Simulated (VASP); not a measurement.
# Sb2P3H (I4/mmm) in VASP: further runs

Sb2P3H is run at these levels: PBE; tasks: single point, relaxation of cell and atoms.

All numbers are computed with VASP 6.6.1; they aren't measurements. Logs are shortened: lines on timing, memory, paths and dates and some standing lists are left out, and cuts for length are marked.

## Step 1: The cell of the first run

It takes space group I4/mmm (No. 139, tetragonal). Conventional cell: a = 6.161 Å, b = 6.161 Å, c = 7.137 Å, α = 90.00°, β = 90.00°, γ = 90.00°. Within 2.4 Å of Sb (site symmetry mmm) lie 2 P at 1.78 Å. H (site symmetry 4/mmm) has 4 Sb at 3.08 Å and 10 P at 3.56 to 3.57 Å within 4.1 Å. P (site symmetry -4m2) has 2 Sb at 1.78 Å within 2.4 Å. Within 4.1 Å of P (site symmetry 4/mmm) lie 4 Sb at 3.08 Å and 8 P at 3.56 Å and 2 H at 3.57 Å.

## Step 2: Single point, PBE

Input file INCAR:

```
SYSTEM = Sb2P3H
PREC = Accurate ; ENCUT = 520
EDIFF = 1E-6 ; ISMEAR = 0
SIGMA = 0.1 ; LREAL = .FALSE.
LASPH = .TRUE. ; NELM = 100
ALGO = Normal ; ISIF = 2
LWAVE = .FALSE. ; LCHARG = .FALSE.
GGA = PE ; NBANDS = 22
```

Input file KPOINTS:

```
Automatic mesh
0
G
  4 4 4
  0 0 0
```

Input file POSCAR:

```
Sb2P3H
1.0
   -3.0802896400      3.0802896400      3.5687460700
    3.0802896400     -3.0802896400      3.5687460700
    3.0802896400      3.0802896400     -3.5687460700
Sb H P
2 1 3
Direct
    0.5000000000      0.0000000000      0.5000000000
    0.0000000000      0.5000000000      0.5000000000
    0.5000000000      0.5000000000      0.0000000000
    0.7500000000      0.2500000000      0.5000000000
    0.2500000000      0.7500000000      0.5000000000
    0.0000000000      0.0000000000      0.0000000000
```

Potentials or basis: VASP PAW PBE potentials, release 64 (Sb, H, P).

The run is started by

```bash
$ cat potpaw_PBE.64/Sb/POTCAR potpaw_PBE.64/H/POTCAR potpaw_PBE.64/P/POTCAR > POTCAR
$ mpirun -np 1 vasp_std > vasp.out
```

OUTCAR:

```text
SYSTEM = Sb2P3H
   PREC = Accurate
   ENCUT = 520
   EDIFF = 1E-6
   ISMEAR = 0
   LREAL = .FALSE.
   LASPH = .TRUE.
   NELM = 100
   ISIF = 2
   GGA = PE

 ion  position               nearest neighbor table
   1  0.500  0.000  0.500-   4 1.78   5 1.78   6 3.08   6 3.08   2 3.57   2 3.57
   2  0.000  0.500  0.500-   4 1.78   5 1.78   6 3.08   6 3.08   1 3.57   1 3.57
   3  0.500  0.500  0.000-
   4  0.750  0.250  0.500-   1 1.78   2 1.78
   5  0.250  0.750  0.500-   1 1.78   2 1.78
   6  0.000  0.000  0.000-   1 3.08   2 3.08   2 3.08   1 3.08

  LATTYP: Found a body centered tetragonal cell.
 ALAT       =     6.1605792800
 C/A-ratio  =     1.1585748378

  Lattice vectors:

 A1 = (  -3.0802896400,   3.0802896400,   3.5687460700)
 A2 = (   3.0802896400,  -3.0802896400,   3.5687460700)
 A3 = (   3.0802896400,   3.0802896400,  -3.5687460700)

Analysis of symmetry for initial positions (statically):
=====================================================================
 Subroutine PRICEL returns:
 Original cell was already a primitive cell.

 Routine SETGRP: Setting up the symmetry group for a
 body centered tetragonal supercell.

 Subroutine GETGRP returns: Found 16 space group operations
 (whereof 16 operations were pure point group operations)
 out of a pool of 16 trial point group operations.

The static configuration has the point symmetry D_4h.

Analysis of symmetry for dynamics (positions and initial velocities):
=====================================================================
 Subroutine PRICEL returns:
 Original cell was already a primitive cell.

 Routine SETGRP: Setting up the symmetry group for a
 body centered tetragonal supercell.

 Subroutine GETGRP returns: Found 16 space group operations
 (whereof 16 operations were pure point group operations)
 out of a pool of 16 trial point group operations.

The dynamic configuration has the point symmetry D_4h.

 Subroutine INISYM returns: Found 16 space group operations
 (whereof 16 operations are pure point group operations),
 and found     1 'primitive' translations

----------------------------------------------------------------------------------------

                                     Primitive cell

  volume of cell :     135.4437

  direct lattice vectors                    reciprocal lattice vectors
    -3.080289640  3.080289640  3.568746070     0.000000000  0.162322398  0.140105233
     3.080289640 -3.080289640  3.568746070     0.162322398  0.000000000  0.140105233
[... 84 lines left out ...]
   NSW    =      0    number of steps for IOM
   IBRION =     -1    ionic relax: 0-MD 1-quasi-New 2-CG
   NFREE  =      0    steps in history (QN), initial steepest desc. (CG)
   ISIF   =      2    stress and relaxation
   ISYM   =      2    0-nonsym 1-usesym 2-fastsym
   POTIM  = 0.5000    time-step for ionic-motion
   TEBEG  =    0.0;   TEEND  =   0.0 temperature during run
   PSTRESS=    0.0 pullay stress
   NELECT =      26.0000    total number of electrons
   NUPDOWN=      -1.0000    fix difference up-down
   EMIN   =  10.00;   EMAX   =-10.00  energy-range for DOS
   EFERMI =   0.00;   METHOD = LEGACY
   ISMEAR =     0;   SIGMA  =   0.10  broadening in eV -4-tet -1-fermi 0-gaus
   EFERMI_NEDOS =   21; number of points for ismear=-14 and -15
   IALGO  =     38    algorithm
   IMIX   =      4    mixing-type and parameters
     AMIX     =   0.40;   BMIX     =  1.00
     AMIX_MAG =   1.60;   BMIX_MAG =  1.00
  volume/ion in A,a.u.               =      22.57       152.34
  Fermi-wavevector in a.u.,A,eV,Ry     =   0.944379  1.784618 12.134381  0.891852
  Thomas-Fermi vector in A             =   2.072178
   LORBIT       =      0    0 simple, 1 ext, 2 COOP (PROOUT), +10 PAW based schemes
   GGA     = PE    functional components
   LHFCALC =     F    Hartree Fock is set to
   AEXX    =    0.0000 exact exchange contribution
   IVDW    =     0    specifies the selected vdW correction
   LEPSILON=     F    determine dielectric tensor
   LRPA    =     F    only Hartree local field effects (RPA)
 non-spin polarized calculation
 Gauss-broadening in eV      SIGMA  =   0.10
  energy-cutoff  :      520.00
  volume of cell :      135.44
 maximum number of plane-waves:      3668
 NGX is ok and might be reduce to    42
   NGX = 21   NGY = 21   NGZ = 21

 number of electron      25.9999995 magnetization

 Free energy of the ion-electron system (eV)
  ---------------------------------------------------
  ext. energy  EPLUGINS =         0.00000000
  ---------------------------------------------------
  free energy    TOTEN  =         4.02406136 eV

  energy without entropy =        4.03892486  energy(sigma->0) =        4.03149311

 E-fermi :   4.9982     XC(G=0):  -8.8360

 val. band max:        4.9926209418   @ k =   0.2500   0.0000   0.0000
 cond. band min:       5.0270767002   @ k =   0.5000   0.5000   0.2500
 fundamental gap:      0.0344557584
 Fermi energy:         4.9981857663

 k-point     1 :       0.0000    0.0000    0.0000
  band No.  band energies     occupation
      1     -11.2118      2.00000
      2      -9.0439      2.00000
      3      -7.7510      2.00000
      4      -3.7290      2.00000
      5      -2.8895      2.00000
      6      -0.7706      2.00000
[... 314 lines left out ...]
     21      10.6599      0.00000
     22      11.3137      0.00000

------------------------ aborting loop because EDIFF is reached ----------------------------------------

  FORCE on cell =-STRESS in cart. coord.  units (eV):
  Direction    XX          YY          ZZ          XY          YZ          ZX
  --------------------------------------------------------------------------------------
  -------------------------------------------------------------------------------------
  Total       -3.7778995     -3.7778995    191.2046621      0.0000000      0.0000000     -0.0000000
  in kB      -44.6891643    -44.6891643   2261.7797462      0.0000000      0.0000000     -0.0000000
  external PRESSURE =     724.1338058 kB  Pullay stress =       0.0000000 kB

 VOLUME and BASIS-vectors are now :
 -----------------------------------------------------------------------------
  energy-cutoff  :      520.00
  volume of cell :      135.44
      direct lattice vectors                 reciprocal lattice vectors
    -3.080289640  3.080289640  3.568746070     0.000000000  0.162322398  0.140105233
     3.080289640 -3.080289640  3.568746070     0.162322398  0.000000000  0.140105233
     3.080289640  3.080289640 -3.568746070     0.162322398  0.162322398  0.000000000

 POSITION                                       TOTAL-FORCE (eV/Angst)
 -----------------------------------------------------------------------------------
      0.00000      3.08029      0.00000         0.000000     -0.000000      0.000000
      3.08029      0.00000      0.00000         0.000000     -0.000000      0.000000
      0.00000      0.00000      3.56875         0.000000     -0.000000      0.000000
      0.00000      3.08029      1.78437         0.000000     -0.000000      0.000000
      3.08029      0.00000      1.78437        -0.000000      0.000000     -0.000000
      0.00000      0.00000      0.00000         0.000000     -0.000000      0.000000
 -----------------------------------------------------------------------------------
    total drift:                                0.000000      0.000000     -0.000000

  FREE ENERGIE OF THE ION-ELECTRON SYSTEM (eV)
  ---------------------------------------------------
  free  energy   TOTEN  =         4.0240613624 eV

  energy  without entropy=        4.0389248649  energy(sigma->0) =        4.03149311
```

It took 69 s on 1 thread of Intel Xeon Platinum 8259CL at 2.50GHz (Skylake/Cascade Lake), shared host; peak memory 0.26 GiB.

Results:

| Property | Result |
| --- | --- |
| Free energy | 4.0241 eV |
| Pressure | 72.4 GPa |
| Band gap on the k mesh | zero (band 13 reaches 5.15 eV, above the bottom of band 14 at 4.61 eV) |

Caveat: the k points lie up to 0.36 Å⁻¹ apart; spin-orbit coupling is left out, which moves the levels of the heavy elements.

## Step 3: Single point, PBE

This run uses another cell than the first one, of 22.91 Å³/atom, 1.015 times its volume.

Input file INCAR:

```
ALGO = Normal ; EDIFF = 1E-6
ENCUT = 520 ; GGA = PE
ISIF = 2 ; ISMEAR = 0
LASPH = True ; LCHARG = False
LREAL = False ; LWAVE = False
NBANDS = 22 ; NELM = 100
PREC = Accurate ; SIGMA = 0.1
```

Input file KPOINTS:

```
k-points
0
Gamma
  4 4 4
```

POSCAR: that of step 2 with these lines changed.

```diff
@@ -2,5 +2,5 @@
 1.0
-   -3.0802896400      3.0802896400      3.5687460700
-    3.0802896400     -3.0802896400      3.5687460700
-    3.0802896400      3.0802896400     -3.5687460700
+   -2.5633302637      2.5633302637      5.2307613617
+    2.5633302637     -2.5633302637      5.2307613617
+    2.5633302637      2.5633302637     -5.2307613617
 Sb H P
```

Potentials or basis: VASP PAW PBE potentials, release 64 (Sb, H, P).

The run is started by

```bash
$ cat potpaw_PBE.64/Sb/POTCAR potpaw_PBE.64/H/POTCAR potpaw_PBE.64/P/POTCAR > POTCAR
$ mpirun -np 1 vasp_std > vasp.out
```

It took 69 s on 1 thread of Intel Xeon Platinum 8259CL at 2.50GHz (Skylake/Cascade Lake), shared host; peak memory 0.32 GiB.

Results (log left out):

| Property | Result |
| --- | --- |
| Free energy | -21.7263 eV |
| Pressure | -0.3 GPa |
| Band gap on the k mesh | zero (band 13 reaches 5.46 eV, above the bottom of band 14 at 4.41 eV) |

Stress tensor (GPa, compression positive):
```
-0.37  0.00  0.00
 0.00 -0.37  0.00
 0.00  0.00 -0.11
```

Levels at points of the mesh, in eV from the Fermi level:
| k point | band 9 | band 10 | band 11 | band 12 | band 13 | band 14 | band 15 | band 16 | band 17 | band 18 |
| --- | --- | --- | --- | --- | --- | --- | --- | --- | --- | --- |
| (0.00, 0.00, 0.00) | -1.67 | -1.67 | -0.83 | -0.61 | -0.61 | -0.25 | 1.51 | 2.03 | 2.03 | 2.42 |
| (0.50, 0.00, 0.00) | -2.31 | -1.99 | -1.41 | -0.77 | -0.30 | -0.17 | 0.22 | 1.44 | 1.46 | 4.11 |
| (0.50, 0.50, 0.00) | -1.61 | -0.66 | -0.29 | -0.17 | 0.80 | 1.28 | 1.37 | 1.47 | 2.34 | 2.38 |
| (0.50, 0.50, 0.50) | -1.59 | -1.54 | -1.25 | -1.25 | 0.66 | 0.66 | 0.83 | 0.83 | 1.27 | 2.12 |

Caveat: the k points lie up to 0.43 Å⁻¹ apart; spin-orbit coupling is left out, which moves the levels of the heavy elements.

[end of part 1 of 2]
